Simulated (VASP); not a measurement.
# Pb (Pm-3m) in VASP: further runs

The runs below take Pb through single point, with r2SCAN.

Program: VASP 6.6.1. These are calculated values, not measurements. Logs are shortened: lines on timing, memory, paths and dates and some standing lists are left out, and cuts for length are marked.

## 1. The cell of the first run

It takes space group Pm-3m (No. 221, cubic). Conventional cell: a = 3.211 Å, b = 3.211 Å, c = 3.211 Å, α = 90.00°, β = 90.00°, γ = 90.00°. Within 4.2 Å of Pb (site symmetry m-3m) lie 6 Pb at 3.21 Å.

## 2. Single point, r2SCAN

The input, POSCAR:

```
Pb
1.0
    3.2108957463      0.0000000000      0.0000000000
    0.0000000000      3.2108957463      0.0000000000
    0.0000000000      0.0000000000      3.2108957463
Pb
1
Direct
    0.0000000000      0.0000000000      0.0000000000
```

The input, INCAR.step1:

```
PREC = Accurate
ENCUT = 520
ISMEAR = -1
SIGMA = 0.1
LREAL = False
LASPH = True
NELM = 60
NBANDS = 13
GGA = PE
ALGO = Normal
EDIFF = 1E-4
LWAVE = True
LCHARG = False
```

The input, INCAR.step2:

```
PREC = Accurate
ENCUT = 520
EDIFF = 1E-6
ISMEAR = -1
SIGMA = 0.1
LREAL = False
LASPH = True
NELM = 60
ALGO = Normal
ISIF = 2
LWAVE = False
LCHARG = False
METAGGA = R2SCAN
LMIXTAU = True
NBANDS = 13
ISTART = 1
```

The input, KPOINTS:

```
Automatic mesh
0
Gamma
  11 11 11
```

Potentials or basis: VASP PAW PBE potentials, release 64 (Pb_d).

Started as:

```
$ cat potpaw_PBE.64/Pb_d/POTCAR > POTCAR
$ cp INCAR.step1 INCAR
$ mpirun -np 1 vasp_std > vasp.out
$ cp INCAR.step2 INCAR
$ mpirun -np 1 vasp_std > vasp.out
```

OUTCAR:

```text
PREC = Accurate
   ENCUT = 520
   EDIFF = 1E-6
   ISMEAR = -1
   LREAL = False
   LASPH = True
   NELM = 60
   ISIF = 2
   METAGGA = R2SCAN
   ISTART = 1

 ion  position               nearest neighbor table
   1  0.000  0.000  0.000-

  LATTYP: Found a simple cubic cell.
 ALAT       =     3.2108957463

  Lattice vectors:

 A1 = (   3.2108957463,   0.0000000000,   0.0000000000)
 A2 = (   0.0000000000,   3.2108957463,   0.0000000000)
 A3 = (   0.0000000000,   0.0000000000,   3.2108957463)

Analysis of symmetry for initial positions (statically):
=====================================================================
 Subroutine PRICEL returns:
 Original cell was already a primitive cell.

 Routine SETGRP: Setting up the symmetry group for a
 simple cubic supercell.

 Subroutine GETGRP returns: Found 48 space group operations
 (whereof 48 operations were pure point group operations)
 out of a pool of 48 trial point group operations.

The static configuration has the point symmetry O_h .

Analysis of symmetry for dynamics (positions and initial velocities):
=====================================================================
 Subroutine PRICEL returns:
 Original cell was already a primitive cell.

 Routine SETGRP: Setting up the symmetry group for a
 simple cubic supercell.

 Subroutine GETGRP returns: Found 48 space group operations
 (whereof 48 operations were pure point group operations)
 out of a pool of 48 trial point group operations.

The dynamic configuration has the point symmetry O_h .

 Subroutine INISYM returns: Found 48 space group operations
 (whereof 48 operations are pure point group operations),
 and found     1 'primitive' translations

----------------------------------------------------------------------------------------

                                     Primitive cell

  volume of cell :      33.1039

  direct lattice vectors                    reciprocal lattice vectors
     3.210895746  0.000000000  0.000000000     0.311439573  0.000000000  0.000000000
     0.000000000  3.210895746  0.000000000     0.000000000  0.311439573  0.000000000
     0.000000000  0.000000000  3.210895746     0.000000000  0.000000000  0.311439573

  length of vectors
     3.210895746  3.210895746  3.210895746     0.311439573  0.311439573  0.311439573

  position of ions in fractional coordinates (direct lattice)
     0.000000000  0.000000000  0.000000000

  ion indices of the primitive-cell ions
   primitive index   ion index
                 1           1

----------------------------------------------------------------------------------------

 KPOINTS: Automatic mesh

Automatic generation of k-mesh.
 Grid dimensions read from file:
 generate k-points for:   11   11   11

 Generating k-lattice:

  Cartesian coordinates                     Fractional coordinates (reciprocal lattice)
     0.028312688  0.000000000  0.000000000     0.090909091  0.000000000  0.000000000
     0.000000000  0.028312688  0.000000000     0.000000000  0.090909091  0.000000000
     0.000000000  0.000000000  0.028312688     0.000000000  0.000000000  0.090909091

  Length of vectors
     0.028312688  0.028312688  0.028312688

  Shift w.r.t. Gamma in fractional coordinates (k-lattice)
     0.000000000  0.000000000  0.000000000

 Subroutine IBZKPT returns following result:
 ===========================================

 Found     56 irreducible k-points:

 Following reciprocal coordinates:
            Coordinates               Weight
  0.000000  0.000000  0.000000      1.000000
  0.090909  0.000000  0.000000      6.000000
  0.181818  0.000000  0.000000      6.000000
  0.272727  0.000000  0.000000      6.000000
  0.363636  0.000000  0.000000      6.000000
  0.454545  0.000000  0.000000      6.000000
[... 16 lines left out ...]
  0.181818  0.090909  0.090909     24.000000
  0.272727  0.090909  0.090909     24.000000
 [... further k-points ...]
   k-points           NKPTS =     56   k-points in BZ     NKDIM =     56   number of bands    NBANDS=     13
   number of dos      NEDOS =    301   number of ions     NIONS =      1
   total plane-waves  NPLWV =  13824
   dimension x,y,z NGX =    24 NGY =   24 NGZ =   24
   dimension x,y,z NGXF=    48 NGYF=   48 NGZF=   48
   ions per type =               1
   NGX,Y,Z   is equivalent  to a cutoff of  12.43, 12.43, 12.43 a.u.
   NGXF,Y,Z  is equivalent  to a cutoff of  24.85, 24.85, 24.85 a.u.
 SYSTEM =  unknown system
   PREC   = accura    normal or accurate (medium, high low for compatibility)
   ISTART =      1    job   : 0-new  1-cont  2-samecut
   ICHARG =      0    charge: 1-file 2-atom 10-const
   ISPIN  =      1    spin polarized calculation?
   LNONCOLLINEAR =      F non collinear calculations
   LSORBIT =      F    spin-orbit coupling
   LASPH  =      T    aspherical Exc in radial PAW
   ENCUT  =  520.0 eV  38.22 Ry    6.18 a.u.   5.97  5.97  5.97*2*pi/ulx,y,z
   NELM   =     60;   NELMIN=  2; NELMDL=  0     # of ELM steps
   EDIFF  = 0.1E-05   stopping-criterion for ELM
   LREAL  =      F    real-space projection
[... 7 lines left out ...]
   TEBEG  =    0.0;   TEEND  =   0.0 temperature during run
   PSTRESS=    0.0 pullay stress
   NELECT =      14.0000    total number of electrons
   NUPDOWN=      -1.0000    fix difference up-down
   EMIN   =  10.00;   EMAX   =-10.00  energy-range for DOS
   EFERMI =   0.00;   METHOD = LEGACY
   ISMEAR =    -1;   SIGMA  =   0.10  broadening in eV -4-tet -1-fermi 0-gaus
   EFERMI_NEDOS =   21; number of points for ismear=-14 and -15
   IALGO  =     38    algorithm
   IMIX   =      4    mixing-type and parameters
     AMIX     =   0.40;   BMIX     =  1.00
     AMIX_MAG =   1.60;   BMIX_MAG =  1.00
  volume/ion in A,a.u.               =      33.10       223.40
  Fermi-wavevector in a.u.,A,eV,Ry     =   1.228829  2.322149 20.545065  1.510020
  Thomas-Fermi vector in A             =   2.363739
   LORBIT       =      0    0 simple, 1 ext, 2 COOP (PROOUT), +10 PAW based schemes
   METAGGA = R2SCAN    functional components
   LHFCALC =     F    Hartree Fock is set to
   AEXX    =    0.0000 exact exchange contribution
   IVDW    =     0    specifies the selected vdW correction
   LEPSILON=     F    determine dielectric tensor
   LRPA    =     F    only Hartree local field effects (RPA)
 non-spin polarized calculation
  energy-cutoff  :      520.00
  volume of cell :       33.10
 maximum number of plane-waves:       912
 NGX is ok and might be reduce to    24
   NGX = 11   NGY = 11   NGZ = 11

 number of electron      14.0000010 magnetization

 Free energy of the ion-electron system (eV)
  ---------------------------------------------------
  ext. energy  EPLUGINS =         0.00000000
  ---------------------------------------------------
  free energy    TOTEN  =       -56.15423028 eV

  energy without entropy =      -56.13212654  energy(sigma->0) =      -56.14317841

 E-fermi :   5.9428     XC(G=0): -10.3439

 val. band max:        5.8989551876   @ k =   0.3636   0.3636   0.2727
 cond. band min:       5.9792178751   @ k =   0.4545   0.3636   0.1818
 fundamental gap:      0.0802626875
 Fermi energy:         5.9428337832

 k-point     1 :       0.0000    0.0000    0.0000
  band No.  band energies     occupation
      1     -11.8661      2.00000
      2     -11.8661      2.00000
      3     -11.2120      2.00000
      4     -11.2120      2.00000
      5     -11.2120      2.00000
      6      -5.8284      2.00000
      7      11.2518      0.00000
      8      11.2518      0.00000
      9      11.2518      0.00000
     10      14.7052      0.00000
     11      15.8831      0.00000
     12      15.8831      0.00000
     13      25.1207      0.00000

 k-point     2 :       0.0909    0.0000    0.0000
  band No.  band energies     occupation
      1     -11.8633      2.00000
      2     -11.8273      2.00000
      3     -11.2261      2.00000
      4     -11.2261      2.00000
      5     -11.2108      2.00000
      6      -5.7044      2.00000
      7       9.7880      0.00000
      8      11.3964      0.00000
      9      11.3964      0.00000
     10      15.1097      0.00000
     11      15.9553      0.00000
     12      17.2085      0.00000
     13      24.3368      0.00000

 k-point     3 :       0.1818    0.0000    0.0000
  band No.  band energies     occupation
      1     -11.8559      2.00000
      2     -11.7244      2.00000
      3     -11.2639      2.00000
      4     -11.2639      2.00000
      5     -11.2077      2.00000
      6      -5.3333      2.00000
      7       7.4292      0.00000
      8      11.8111      0.00000
      9      11.8111      0.00000
     10      15.4463      0.00000
     11      16.1735      0.00000
     12      20.0313      0.00000
     13      22.8589      0.00000

 k-point     4 :       0.2727    0.0000    0.0000
  band No.  band energies     occupation
      1     -11.8462      2.00000
      2     -11.5920      2.00000
      3     -11.3129      2.00000
      4     -11.3129      2.00000
      5     -11.2036      2.00000
      6      -4.7303      2.00000
      7       5.1634      1.99918
      8      12.4324      0.00000
      9      12.4324      0.00000
     10      15.8964      0.00000
     11      16.5407      0.00000
     12      21.3798      0.00000
     13      22.1404      0.00000

 k-point     5 :       0.3636    0.0000    0.0000
  band No.  band energies     occupation
      1     -11.8373      2.00000
      2     -11.4730      2.00000
      3     -11.3575      2.00000
      4     -11.3575      2.00000
      5     -11.1998      2.00000
      6      -3.9717      2.00000
      7       3.2429      2.00000
      8      13.1267      0.00000
      9      13.1267      0.00000
     10      16.5160      0.00000
     11      17.0530      0.00000
     12      20.0850      0.00000
     13      20.3632      0.00000

 k-point     6 :       0.4545    0.0000    0.0000
  band No.  band energies     occupation
      1     -11.8320      2.00000
      2     -11.4036      2.00000
      3     -11.3837      2.00000
      4     -11.3837      2.00000
      5     -11.1975      2.00000
      6      -3.3260      2.00000
      7       2.0026      2.00000
      8      13.6357      0.00000
      9      13.6357      0.00000
     10      17.2328      0.00000
     11      17.6321      0.00000
     12      19.0586      0.00000
     13      19.1060      0.00000

 k-point     7 :       0.0909    0.0909    0.0000
  band No.  band energies     occupation
      1     -11.8429      2.00000
      2     -11.8058      2.00000
      3     -11.2408      2.00000
      4     -11.2256      2.00000
      5     -11.2242      2.00000
      6      -5.5807      2.00000
      7       9.8491      0.00000
      8      10.0045      0.00000
      9      11.5416      0.00000
     10      15.5502      0.00000
     11      17.0921      0.00000
     12      17.4278      0.00000
     13      23.2799      0.00000
[... 193 lines left out ...]
 k-point    20 :       0.4545    0.3636    0.0000
  band No.  band energies     occupation
      1     -11.6360      2.00000
      2     -11.5886      2.00000
      3     -11.3664      2.00000
      4     -11.3379      2.00000
      5     -11.0981      2.00000
      6      -1.5419      2.00000
      7       3.6891      2.00000
      8       5.4748      1.98162
      9      11.0467      0.00000
     10      15.7196      0.00000
     11      18.9452      0.00000
     12      19.7989      0.00000
     13      21.5101      0.00000

 k-point    21 :       0.4545    0.4545    0.0000
  band No.  band energies     occupation
      1     -11.6250      2.00000
      2     -11.6177      2.00000
      3     -11.3634      2.00000
      4     -11.3631      2.00000
      5     -11.0239      2.00000
      6      -0.8871      2.00000
      7       4.1273      2.00000
      8       4.1954      2.00000
      9      10.1548      0.00000
     10      16.2890      0.00000
     11      19.5120      0.00000
     12      19.8591      0.00000
     13      21.9919      0.00000

 k-point    22 :       0.0909    0.0909    0.0909
  band No.  band energies     occupation
      1     -11.8032      2.00000
      2     -11.8032      2.00000
      3     -11.2411      2.00000
      4     -11.2388      2.00000
      5     -11.2388      2.00000
      6      -5.4572      2.00000
      7       9.9139      0.00000
      8      10.1416      0.00000
      9      10.1416      0.00000
     10      16.8669      0.00000
     11      17.4998      0.00000
     12      17.4998      0.00000
     13      23.1598      0.00000

 k-point    23 :       0.1818    0.0909    0.0909
  band No.  band energies     occupation
      1     -11.7961      2.00000
      2     -11.6977      2.00000
      3     -11.2798      2.00000
      4     -11.2775      2.00000
      5     -11.2361      2.00000
      6      -5.0882      2.00000
      7       7.6924      0.00000
      8      10.3885      0.00000
      9      10.5374      0.00000
     10      17.3059      0.00000
     11      17.6894      0.00000
     12      20.0654      0.00000
     13      21.4421      0.00000

 k-point    24 :       0.2727    0.0909    0.0909
  band No.  band energies     occupation
      1     -11.7867      2.00000
      2     -11.5615      2.00000
      3     -11.3306      2.00000
      4     -11.3277      2.00000
      5     -11.2317      2.00000
      6      -4.4887      2.00000
      7       5.4229      1.98902
      8      10.9969      0.00000
      9      11.1409      0.00000
     10      17.4851      0.00000
     11      17.8275      0.00000
     12      20.0841      0.00000
     13      20.1551      0.00000

 [... further k-points ...]
[... 5 lines left out ...]
  --------------------------------------------------------------------------------------
  -------------------------------------------------------------------------------------
  Total        0.0378221      0.0378221      0.0378221     -0.0000000      0.0000000      0.0000000
  in kB        1.8305330      1.8305330      1.8305330     -0.0000000      0.0000000      0.0000000
  external PRESSURE =       1.8305330 kB  Pullay stress =       0.0000000 kB

 VOLUME and BASIS-vectors are now :
 -----------------------------------------------------------------------------
  energy-cutoff  :      520.00
  volume of cell :       33.10
      direct lattice vectors                 reciprocal lattice vectors
     3.210895746  0.000000000  0.000000000     0.311439573  0.000000000  0.000000000
     0.000000000  3.210895746  0.000000000     0.000000000  0.311439573  0.000000000
     0.000000000  0.000000000  3.210895746     0.000000000  0.000000000  0.311439573

 POSITION                                       TOTAL-FORCE (eV/Angst)
 -----------------------------------------------------------------------------------
      0.00000      0.00000      0.00000         0.000000      0.000000      0.000000
 -----------------------------------------------------------------------------------
    total drift:                                0.000000     -0.000000     -0.000000

  FREE ENERGIE OF THE ION-ELECTRON SYSTEM (eV)
  ---------------------------------------------------
  free  energy   TOTEN  =       -56.1542302778 eV

  energy  without entropy=      -56.1321265412  energy(sigma->0) =      -56.14317841
```

Run time: 2.2 min. Hardware: 1 thread of AMD EPYC 7R43 (Zen 3), shared host; peak memory 0.12 GiB.

What came out:

```yaml
Free_energy: -56.1542 eV
Pressure: 0.2 GPa
Band_gap_on_the_k_mesh: zero (band 7 reaches 11.25 eV, above the bottom of band 8 at 4.20 eV)
```

Caveat: the PAW data sets were made with another functional, which shifts forces and pressure a little; spin-orbit coupling is left out, which moves the levels of the heavy elements.

## 3. Single point, r2SCAN (volume scaled by 1.04)

The input, POSCAR:

```
Pb
1.0
    3.2531492201      0.0000000000      0.0000000000
    0.0000000000      3.2531492201      0.0000000000
    0.0000000000      0.0000000000      3.2531492201
Pb
1
Direct
    0.0000000000      0.0000000000      0.0000000000
```

The input, INCAR.step1:

```
SYSTEM = Pb
PREC = Accurate ; ENCUT = 520
ISMEAR = -1 ; SIGMA = 0.1
LREAL = .False. ; LASPH = .True.
NELM = 60 ; NBANDS = 13
GGA = PE ; ALGO = Normal
EDIFF = 1E-4 ; LWAVE = .True.
LCHARG = .False.
```

The input, INCAR.step2:

```
SYSTEM = Pb
PREC = Accurate ; ENCUT = 520
EDIFF = 1E-6 ; ISMEAR = -1
SIGMA = 0.1 ; LREAL = .False.
LASPH = .True. ; NELM = 60
ALGO = Normal ; ISIF = 2
LWAVE = .False. ; LCHARG = .False.
METAGGA = R2SCAN ; LMIXTAU = .True.
NBANDS = 13 ; ISTART = 1
```

The input, KPOINTS:

```
Automatic mesh
0
Gamma
  11 11 11
  0 0 0
```

Potentials or basis: VASP PAW PBE potentials, release 64 (Pb_d).

Started as:

```
$ cat potpaw_PBE.64/Pb_d/POTCAR > POTCAR
$ cp INCAR.step1 INCAR
$ mpirun -np 1 vasp_std > vasp.out
$ cp INCAR.step2 INCAR
$ mpirun -np 1 vasp_std > vasp.out
```

Wall time 96 s (1 thread of AMD EPYC 7R43 (Zen 3), shared host); peak memory 0.12 GiB.

Results (log left out):

```
Free energy            : -56.1499 eV
Pressure               : -1.3 GPa
Band gap on the k mesh : zero (band 7 reaches 10.70 eV, above the bottom of band 8 at 3.88 eV)
```

Levels at points of the mesh, in eV from the Fermi level:
```csv
k point,band 5,band 6,band 7,band 8,band 9,band 10
"(0.00, 0.00, 0.00)",-17.16,-11.53,5.16,5.16,5.16,8.47
```

Caveat: the PAW data sets were made with another functional, which shifts forces and pressure a little; spin-orbit coupling is left out, which moves the levels of the heavy elements.

[end of part 1 of 2]
